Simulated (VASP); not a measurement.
Crystal: NiAu.

```xyz
2
Lattice="1.3640 0.7875 4.4106 -1.3640 0.7875 4.4106 0.0000 -1.5750 4.4106" Properties=species:S:1:pos:R:3 pbc="T T T"
Ni    0.0000    0.0000    6.6159
Au    0.0000    0.0000    0.0000
```

| Property | Result |
| --- | --- |
| Program | VASP 6.6.1 |
| Task | relaxation of cell and atoms |
| Functional | PBEsol |
| Potentials or basis | VASP PAW PBE potentials, release 64 (Ni, Au) |
| Cutoff | 600 eV |
| k mesh | 18 × 18 × 18 |
| Occupations | gaussian, width 0.1 eV |
| Spin | no spin polarisation |

At the start: pressure -3.3 GPa; volume 14.21 Å³/atom.

Problem. How do energy, volume and symmetry change on relaxing?

Solution. Over 9 steps the energy falls by 19.0 meV/atom and the volume is 13.92 Å³/atom (-2.1 %); space group R-3m (No. 166, to 0.1 Å) before and after.

The path:
| step | energy change (eV) | largest force (eV/Å) | pressure (GPa) | volume (Å³) |
| --- | --- | --- | --- | --- |
| 1 | 0.0000 | 0.0000 | -3.27 | 28.43 |
| 2 | -0.0264 | 0.0000 | 4.56 | 27.23 |
| 3 | -0.0282 | 0.0000 | 2.86 | 27.46 |
| 4 | -0.0373 | 0.0000 | -0.57 | 27.93 |
| 5 | -0.0380 | 0.0000 | 0.09 | 27.83 |
| 6 | -0.0380 | 0.0000 | 0.05 | 27.83 |
| 7 | -0.0380 | 0.0000 | -0.06 | 27.85 |
| 8 | -0.0380 | 0.0000 | -0.05 | 27.85 |
| 9 | -0.0380 | 0.0000 | -0.01 | 27.84 |

Final structure:
```cif
data_structure
_symmetry_space_group_name_H-M 'P 1'
_symmetry_Int_Tables_number 1
_cell_length_a 4.5058
_cell_length_b 4.5058
_cell_length_c 4.5058
_cell_angle_alpha 35.695
_cell_angle_beta 35.695
_cell_angle_gamma 35.695
_cell_volume 27.84
loop_
_atom_site_label
_atom_site_type_symbol
_atom_site_fract_x
_atom_site_fract_y
_atom_site_fract_z
_atom_site_occupancy
Ni1 Ni 0.50000 0.50000 0.50000 1
Au1 Au 0.00000 0.00000 0.00000 1
```

Caveat: the PAW data sets were made with another functional, which shifts forces and pressure a little.
